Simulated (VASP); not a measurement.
# N: single point with PBE+D3(BJ)

Crystal: N.

```xyz
4
Lattice="4.2350 0.0000 0.0000 0.0000 4.2350 0.0000 0.0000 0.0000 5.4747" Properties=species:S:1:pos:R:3 pbc="T T T"
N     3.8454    3.8454    0.0000
N     2.5071    1.7279    2.7374
N     0.3896    0.3896    0.0000
N     1.7279    2.5071    2.7374
```

```
Program                : VASP 6.6.1
Task                   : single point
Functional             : PBE
Dispersion             : D3(BJ)
Potentials or basis    : VASP PAW PBE potentials, release 64 (N)
Cutoff                 : 520 eV
k mesh                 : 6 × 6 × 4
Occupations            : gaussian, width 0.02 eV
Spin                   : no spin polarisation
Dipole correction      : no
Further INCAR settings : ALGO = Normal; EDIFF = 1e-07; NBANDS = 18
```

```
Pressure                   : 1.7 GPa
Largest force              : 1.738 eV/Å
Band gap on the k mesh     : 7.12 eV (least direct gap 7.25 eV)
Dispersion energy per atom : -0.048 eV
```

Forces in eV/Å, atoms in the order of the input:
```
N   -1.229 -1.229  0.000
N    1.229 -1.229  0.000
N    1.229  1.229  0.000
N   -1.229  1.229  0.000
```

Stress tensor (GPa, compression positive):
```
 2.70  0.00  0.00
 0.00  2.70  0.00
 0.00  0.00 -0.38
```

Levels at points of the mesh, in eV from the valence-band top:
| k point | band 6 | band 7 | band 8 | band 9 | band 10 | band 11 | band 12 | band 13 | band 14 | band 15 |
| --- | --- | --- | --- | --- | --- | --- | --- | --- | --- | --- |
| (0.00, 0.00, 0.00) | -1.47 | -1.47 | -1.38 | -0.81 | -0.13 | 7.12 | 7.90 | 8.20 | 8.20 | 10.75 |
| (0.50, 0.00, 0.00) | -1.62 | -1.62 | -1.62 | -0.19 | -0.19 | 8.00 | 8.00 | 8.02 | 8.02 | 11.76 |
| (0.50, 0.50, 0.00) | -1.73 | -1.58 | -1.58 | -0.02 | -0.02 | 7.83 | 7.83 | 8.65 | 8.65 | 12.21 |
| (0.00, 0.00, 0.50) | -1.75 | -1.48 | -1.48 | -0.36 | -0.36 | 7.49 | 7.49 | 8.18 | 8.18 | 11.59 |
| (0.50, 0.00, 0.50) | -1.74 | -1.46 | -1.46 | -0.22 | -0.22 | 7.69 | 7.69 | 8.28 | 8.28 | 12.28 |
| (0.50, 0.50, 0.50) | -1.76 | -1.61 | -1.61 | 0.00 | 0.00 | 7.83 | 7.83 | 8.65 | 8.65 | 12.68 |

It took 62 s on 1 thread of Intel Xeon 8259CL (shared host), peak memory 0.21 GiB.

Caveat: the standard files for N, O and F lose accuracy on very short bonds; forces of over 1 eV/Å act on the atoms, so gaps and moduli don't describe the material at rest. A k mesh can miss the band edges.
